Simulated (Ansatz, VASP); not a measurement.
# CdCCl3 in VASP and in Ansatz

```xyz
10
Lattice="2.5789 -5.8750 0.0000 2.5789 -2.3714 -5.3751 5.4023 2.3714 5.3751" Properties=species:S:1:pos:R:3 pbc="T T T"
Cd    0.0000    0.0000    0.0000
Cd    3.9906   -1.7518    2.6875
C     7.2754   -3.8134    1.3438
C     3.2848   -2.0616   -1.3438
Cl    5.9860   -0.8759    1.3438
Cl    4.6965    0.3098    4.0313
Cl    5.9860   -2.6277    4.0313
Cl    4.5743   -4.9991   -1.3438
Cl    3.2848   -3.8134    1.3438
Cl    1.9953   -0.8759    1.3438
```

Alike in both runs: task single point; functional PBE; k mesh 4 × 4 × 4; no spin polarisation.

|  | VASP | Ansatz |
| --- | --- | --- |
| version | VASP 6.6.1 | Ansatz 0.2.0 |
| potentials or method | VASP PAW PBE potentials, release 64 (Cd, C, Cl), cutoff 520 eV | PAW plane waves |
| occupations | fermi-dirac, width 0.1 eV | fermi-dirac |
| valence electrons in the cell | 74 | 90 |

|  | VASP | Ansatz | Ansatz less VASP |
| --- | --- | --- | --- |
| gap on the k mesh at the Fermi level (eV) | none | none | - |
| pressure (GPa) | 2.2 | 2.0 | -0.18 |
| traceless stress, the component that is largest in VASP (GPa) | -0.44 | -0.51 | -0.066 |

A gap of «none» marks a metal or a gap that the smearing closes. VASP's potentials hold 74 valence electrons a cell and Ansatz's 90, so a difference there can come from the potentials and not from the codes. Ansatz's warnings: structure snapped to symmetry.
